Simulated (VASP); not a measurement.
# SnO (Pmmn) in VASP: single point with r2SCAN

Aim: the single point of SnO with r2SCAN.

Program: VASP 6.6.1. These are calculated values, not measurements. Logs are shortened: lines on timing, memory, paths and dates and some standing lists are left out, and cuts for length are marked.

**1. The cell of the first run**

It takes space group Pmmn (No. 59, orthorhombic). The conventional cell has a = 3.674 Å, b = 3.960 Å, c = 4.952 Å, α = 90.00°, β = 90.00°, γ = 90.00°. Sn (site symmetry mm2) has 4 O at 2.20 to 2.25 Å within 2.9 Å. Within 2.9 Å of O (site symmetry mm2) lie 4 Sn at 2.20 to 2.25 Å and 4 O at 2.70 Å.

**2. Single point, r2SCAN (uniaxial strain along a: +4.0 %, then relaxed in part)**

POSCAR

```
SnO
1.0
    3.9601560097      0.0000000000      0.0000000000
    0.0000000000      3.6739503622      0.0000000000
    0.0000000000      0.0000000000      4.9516486171
Sn O
2 2
Direct
    0.0000000000      0.5000000000      0.2309399315
    0.5000000000      0.0000000000      0.7690600685
    0.5000000000      0.5000000000      0.0134251534
    0.0000000000      0.0000000000     -0.0134251534
```

INCAR.step1

```
PREC = Accurate ; ENCUT = 520
ISMEAR = 0 ; SIGMA = 0.01
LREAL = F ; LASPH = T
NELM = 100 ; NBANDS = 28
GGA = PE ; ALGO = Normal
EDIFF = 1E-4 ; LWAVE = T
LCHARG = F
```

INCAR.step2

```
PREC = Accurate ; ENCUT = 520
EDIFF = 1E-6 ; ISMEAR = 0
SIGMA = 0.01 ; LREAL = F
LASPH = T ; NELM = 100
ALGO = Normal ; ISIF = 2
LWAVE = F ; LCHARG = T
METAGGA = R2SCAN ; LMIXTAU = T
LELF = T ; LVHAR = T
NBANDS = 28 ; ISTART = 1
```

KPOINTS

```
regular mesh
0
Gamma
  10 10 8
```

Potentials or basis: VASP PAW PBE potentials, release 64 (Sn_d, O).

Run with:

```bash
cat potpaw_PBE.64/Sn_d/POTCAR potpaw_PBE.64/O/POTCAR > POTCAR
cp INCAR.step1 INCAR
mpirun -np 1 vasp_std > vasp.out
cp INCAR.step2 INCAR
mpirun -np 1 vasp_std > vasp.out
```

OUTCAR:

```text
PREC = Accurate
   ENCUT = 520
   EDIFF = 1E-6
   ISMEAR = 0
   LREAL = F
   LASPH = T
   NELM = 100
   ISIF = 2
   METAGGA = R2SCAN
   ISTART = 1

 ion  position               nearest neighbor table
   1  0.000  0.500  0.231-   4 2.20   4 2.20   3 2.25   3 2.25   2 3.54   2 3.54   2 3.54   2 3.54

   2  0.500  0.000  0.769-   3 2.20   3 2.20   4 2.25   4 2.25   1 3.54   1 3.54   1 3.54   1 3.54

   3  0.500  0.500  0.013-   2 2.20   2 2.20   1 2.25   1 2.25
   4  0.000  0.000  0.987-   1 2.20   1 2.20   2 2.25   2 2.25

  LATTYP: Found a simple orthorhombic cell.
 ALAT       =     3.6739503622
 B/A-ratio  =     1.0779013376
 C/A-ratio  =     1.3477723238

  Lattice vectors:

 A1 = (   0.0000000000,  -3.6739503622,   0.0000000000)
 A2 = (   3.9601560097,   0.0000000000,   0.0000000000)
 A3 = (   0.0000000000,   0.0000000000,   4.9516486171)

Analysis of symmetry for initial positions (statically):
=====================================================================
 Subroutine PRICEL returns:
 Original cell was already a primitive cell.

 Routine SETGRP: Setting up the symmetry group for a
 simple orthorhombic supercell.

 Subroutine GETGRP returns: Found  8 space group operations
 (whereof  4 operations were pure point group operations)
 out of a pool of  8 trial point group operations.

The static configuration has the point symmetry C_2v.
 The point group associated with its full space group is D_2h.

Analysis of symmetry for dynamics (positions and initial velocities):
=====================================================================
 Subroutine PRICEL returns:
 Original cell was already a primitive cell.

 Routine SETGRP: Setting up the symmetry group for a
 simple orthorhombic supercell.

 Subroutine GETGRP returns: Found  8 space group operations
 (whereof  4 operations were pure point group operations)
 out of a pool of  8 trial point group operations.

The dynamic configuration has the point symmetry C_2v.
 The point group associated with its full space group is D_2h.

 Subroutine INISYM returns: Found  8 space group operations
 (whereof  4 operations are pure point group operations),
 and found     1 'primitive' translations

----------------------------------------------------------------------------------------

                                     Primitive cell

  volume of cell :      72.0436

  direct lattice vectors                    reciprocal lattice vectors
     3.960156010  0.000000000  0.000000000     0.252515304  0.000000000  0.000000000
     0.000000000  3.673950362  0.000000000     0.000000000  0.272186584  0.000000000
     0.000000000  0.000000000  4.951648617     0.000000000  0.000000000  0.201952941

  length of vectors
     3.960156010  3.673950362  4.951648617     0.252515304  0.272186584  0.201952941

  position of ions in fractional coordinates (direct lattice)
     0.000000000  0.500000000  0.230939931
     0.500000000  0.000000000  0.769060068
     0.500000000  0.500000000  0.013425153
     0.000000000  0.000000000  0.986574847

  ion indices of the primitive-cell ions
   primitive index   ion index
                 1           1
                 2           2
                 3           3
                 4           4

----------------------------------------------------------------------------------------

 KPOINTS: regular mesh

Automatic generation of k-mesh.
 Grid dimensions read from file:
 generate k-points for:   10   10    8

 Generating k-lattice:

  Cartesian coordinates                     Fractional coordinates (reciprocal lattice)
     0.025251530  0.000000000  0.000000000     0.100000000  0.000000000  0.000000000
     0.000000000  0.027218658  0.000000000     0.000000000  0.100000000  0.000000000
     0.000000000  0.000000000  0.025244118     0.000000000  0.000000000  0.125000000

  Length of vectors
     0.025251530  0.027218658  0.025244118

  Shift w.r.t. Gamma in fractional coordinates (k-lattice)
     0.000000000  0.000000000  0.000000000

 Subroutine IBZKPT returns following result:
 ===========================================

 Found    180 irreducible k-points:

 Following reciprocal coordinates:
            Coordinates               Weight
  0.000000  0.000000  0.000000      1.000000
  0.100000  0.000000  0.000000      2.000000
  0.200000  0.000000  0.000000      2.000000
  0.300000  0.000000  0.000000      2.000000
  0.400000  0.000000  0.000000      2.000000
  0.500000  0.000000  0.000000      1.000000
[... 16 lines left out ...]
  0.400000  0.300000  0.000000      4.000000
  0.500000  0.300000  0.000000      2.000000
 [... further k-points ...]
   k-points           NKPTS =    180   k-points in BZ     NKDIM =    180   number of bands    NBANDS=     28
   number of dos      NEDOS =    301   number of ions     NIONS =      4
   total plane-waves  NPLWV =  33600
   dimension x,y,z NGX =    30 NGY =   28 NGZ =   40
   dimension x,y,z NGXF=    60 NGYF=   56 NGZF=   80
   ions per type =               2   2
   NGX,Y,Z   is equivalent  to a cutoff of  12.59, 12.67, 13.43 a.u.
   NGXF,Y,Z  is equivalent  to a cutoff of  25.19, 25.34, 26.86 a.u.
 SYSTEM =  unknown system
   PREC   = accura    normal or accurate (medium, high low for compatibility)
   ISTART =      1    job   : 0-new  1-cont  2-samecut
   ICHARG =      0    charge: 1-file 2-atom 10-const
   ISPIN  =      1    spin polarized calculation?
   LNONCOLLINEAR =      F non collinear calculations
   LSORBIT =      F    spin-orbit coupling
   LASPH  =      T    aspherical Exc in radial PAW
   ENCUT  =  520.0 eV  38.22 Ry    6.18 a.u.   7.36  6.83  9.21*2*pi/ulx,y,z
   NELM   =    100;   NELMIN=  2; NELMDL=  0     # of ELM steps
   EDIFF  = 0.1E-05   stopping-criterion for ELM
   LREAL  =      F    real-space projection
   EDIFFG = 0.1E-04   stopping-criterion for IOM
   NSW    =      0    number of steps for IOM
   IBRION =     -1    ionic relax: 0-MD 1-quasi-New 2-CG
   NFREE  =      0    steps in history (QN), initial steepest desc. (CG)
   ISIF   =      2    stress and relaxation
   ISYM   =      2    0-nonsym 1-usesym 2-fastsym
   POTIM  = 0.5000    time-step for ionic-motion
   TEBEG  =    0.0;   TEEND  =   0.0 temperature during run
   PSTRESS=    0.0 pullay stress
   NELECT =      40.0000    total number of electrons
   NUPDOWN=      -1.0000    fix difference up-down
   EMIN   =  10.00;   EMAX   =-10.00  energy-range for DOS
   EFERMI =   0.00;   METHOD = LEGACY
   ISMEAR =     0;   SIGMA  =   0.01  broadening in eV -4-tet -1-fermi 0-gaus
   EFERMI_NEDOS =   21; number of points for ismear=-14 and -15
   IALGO  =     38    algorithm
   IMIX   =      4    mixing-type and parameters
     AMIX     =   0.40;   BMIX     =  1.00
     AMIX_MAG =   1.60;   BMIX_MAG =  1.00
  volume/ion in A,a.u.               =      18.01       121.54
  Fermi-wavevector in a.u.,A,eV,Ry     =   1.345539  2.542700 24.633019  1.810476
  Thomas-Fermi vector in A             =   2.473444
   LORBIT       =      0    0 simple, 1 ext, 2 COOP (PROOUT), +10 PAW based schemes
   METAGGA = R2SCAN    functional components
   LHFCALC =     F    Hartree Fock is set to
   AEXX    =    0.0000 exact exchange contribution
   IVDW    =     0    specifies the selected vdW correction
   LEPSILON=     F    determine dielectric tensor
   LRPA    =     F    only Hartree local field effects (RPA)
 non-spin polarized calculation
 Gauss-broadening in eV      SIGMA  =   0.01
  energy-cutoff  :      520.00
  volume of cell :       72.04
 maximum number of plane-waves:      1968
 NGX is ok and might be reduce to    30
   NGX = 15   NGY = 13   NGZ = 19

 number of electron      39.9999988 magnetization

 Free energy of the ion-electron system (eV)
  ---------------------------------------------------
  ext. energy  EPLUGINS =         0.00000000
  ---------------------------------------------------
  free energy    TOTEN  =       -66.89697138 eV

  energy without entropy =      -66.89697138  energy(sigma->0) =      -66.89697138

 E-fermi :   6.8457     XC(G=0): -10.7559

 val. band max:        6.7756208083   @ k =   0.0000   0.1000   0.0000
 cond. band min:       7.2151162648   @ k =   0.5000   0.5000   0.0000
 fundamental gap:      0.4394954566
 Fermi energy:         6.8457418210

 k-point     1 :       0.0000    0.0000    0.0000
  band No.  band energies     occupation
      1     -16.1003      2.00000
      2     -15.5534      2.00000
      3     -15.5241      2.00000
      4     -15.5233      2.00000
      5     -15.4809      2.00000
      6     -15.4568      2.00000
[... 20 lines left out ...]
     27      13.9335      0.00000
     28      14.9155      0.00000

 k-point     2 :       0.1000    0.0000    0.0000
  band No.  band energies     occupation
      1     -16.0929      2.00000
      2     -15.5666      2.00000
      3     -15.5221      2.00000
      4     -15.5215      2.00000
      5     -15.4818      2.00000
      6     -15.4707      2.00000
[... 20 lines left out ...]
     27      14.3632      0.00000
     28      15.2674      0.00000

 k-point     3 :       0.2000    0.0000    0.0000
  band No.  band energies     occupation
      1     -16.0712      2.00000
      2     -15.6418      2.00000
      3     -15.5166      2.00000
      4     -15.5164      2.00000
      5     -15.4961      2.00000
      6     -15.4843      2.00000
[... 20 lines left out ...]
     27      14.7721      0.00000
     28      16.4949      0.00000

 k-point     4 :       0.3000    0.0000    0.0000
  band No.  band energies     occupation
      1     -16.0366      2.00000
      2     -15.7488      2.00000
      3     -15.5097      2.00000
      4     -15.5081      2.00000
      5     -15.4935      2.00000
      6     -15.4877      2.00000
[... 20 lines left out ...]
     27      15.1092      0.00000
     28      17.9143      0.00000

 k-point     5 :       0.4000    0.0000    0.0000
  band No.  band energies     occupation
      1     -15.9890      2.00000
      2     -15.8466      2.00000
      3     -15.5025      2.00000
      4     -15.4993      2.00000
      5     -15.4917      2.00000
      6     -15.4905      2.00000
[... 20 lines left out ...]
     27      15.4943      0.00000
     28      16.9947      0.00000

 k-point     6 :       0.5000    0.0000    0.0000
  band No.  band energies     occupation
      1     -15.9265      2.00000
      2     -15.9265      2.00000
      3     -15.4964      2.00000
      4     -15.4964      2.00000
      5     -15.4926      2.00000
      6     -15.4926      2.00000
[... 463 lines left out ...]
      5     -15.4892      2.00000
      6     -15.4888      2.00000
[... 20 lines left out ...]
     27      15.1380      0.00000
     28      15.6726      0.00000

 k-point    22 :       0.3000    0.3000    0.0000
  band No.  band energies     occupation
      1     -16.0398      2.00000
      2     -15.9043      2.00000
      3     -15.5164      2.00000
      4     -15.5005      2.00000
      5     -15.4915      2.00000
      6     -15.4885      2.00000
[... 20 lines left out ...]
     27      14.4782      0.00000
     28      15.6103      0.00000

 k-point    23 :       0.4000    0.3000    0.0000
  band No.  band energies     occupation
      1     -16.0186      2.00000
      2     -15.9503      2.00000
      3     -15.5064      2.00000
      4     -15.4957      2.00000
      5     -15.4936      2.00000
      6     -15.4914      2.00000
[... 20 lines left out ...]
     27      14.5809      0.00000
     28      15.1848      0.00000

 k-point    24 :       0.5000    0.3000    0.0000
  band No.  band energies     occupation
      1     -15.9892      2.00000
      2     -15.9892      2.00000
      3     -15.4981      2.00000
      4     -15.4981      2.00000
      5     -15.4934      2.00000
      6     -15.4934      2.00000
[... 20 lines left out ...]
     27      14.8330      0.00000
     28      14.8330      0.00000

 [... further k-points ...]

------------------------ aborting loop because EDIFF is reached ----------------------------------------

  FORCE on cell =-STRESS in cart. coord.  units (eV):
  Direction    XX          YY          ZZ          XY          YZ          ZX
  --------------------------------------------------------------------------------------
  -------------------------------------------------------------------------------------
  Total       -0.1498733      0.2813163      0.2372814      0.0000000      0.0000000      0.0000000
  in kB       -3.3330325      6.2561923      5.2769011      0.0000000      0.0000000      0.0000000
  external PRESSURE =       2.7333536 kB  Pullay stress =       0.0000000 kB

 VOLUME and BASIS-vectors are now :
 -----------------------------------------------------------------------------
  energy-cutoff  :      520.00
  volume of cell :       72.04
      direct lattice vectors                 reciprocal lattice vectors
     3.960156010  0.000000000  0.000000000     0.252515304  0.000000000  0.000000000
     0.000000000  3.673950362  0.000000000     0.000000000  0.272186584  0.000000000
     0.000000000  0.000000000  4.951648617     0.000000000  0.000000000  0.201952941

 POSITION                                       TOTAL-FORCE (eV/Angst)
 -----------------------------------------------------------------------------------
      0.00000      1.83698      1.14353         0.000000      0.000000      0.144203
      1.98008      0.00000      3.80812         0.000000      0.000000     -0.144203
      1.98008      1.83698      0.06648         0.000000      0.000000      0.016627
      0.00000      0.00000      4.88517         0.000000      0.000000     -0.016627
 -----------------------------------------------------------------------------------
    total drift:                                0.000000     -0.000000      0.000000

  FREE ENERGIE OF THE ION-ELECTRON SYSTEM (eV)
  ---------------------------------------------------
  free  energy   TOTEN  =       -66.8969713774 eV

  energy  without entropy=      -66.8969713774  energy(sigma->0) =      -66.89697138
```

It took 28 min on 1 thread of Intel Xeon 8259CL, shared host; peak memory 0.4 GiB.

What came out:

- Free energy: -66.8970 eV
- Pressure: 0.3 GPa
- Largest force: 0.144 eV/Å
- Band gap on the k mesh: 0.44 eV (least direct gap 2.40 eV)

Forces in eV/Å, atoms in the order of the input:
```
Sn   0.000  0.000  0.144
Sn   0.000  0.000 -0.144
O    0.000  0.000  0.017
O    0.000  0.000 -0.017
```

Stress tensor (GPa, compression positive):
```
-0.33  0.00  0.00
 0.00  0.63  0.00
 0.00  0.00  0.53
```

Caveat: the cell differs from its parent crystal (uniaxial strain along a: +4.0 %, then relaxed in part); semilocal functionals underestimate gaps, and a narrow one can read as zero; the PAW data sets were made with another functional, which shifts forces and pressure a little; spin-orbit coupling is left out, which moves the levels of the heavy elements. A k mesh can miss the band edges.
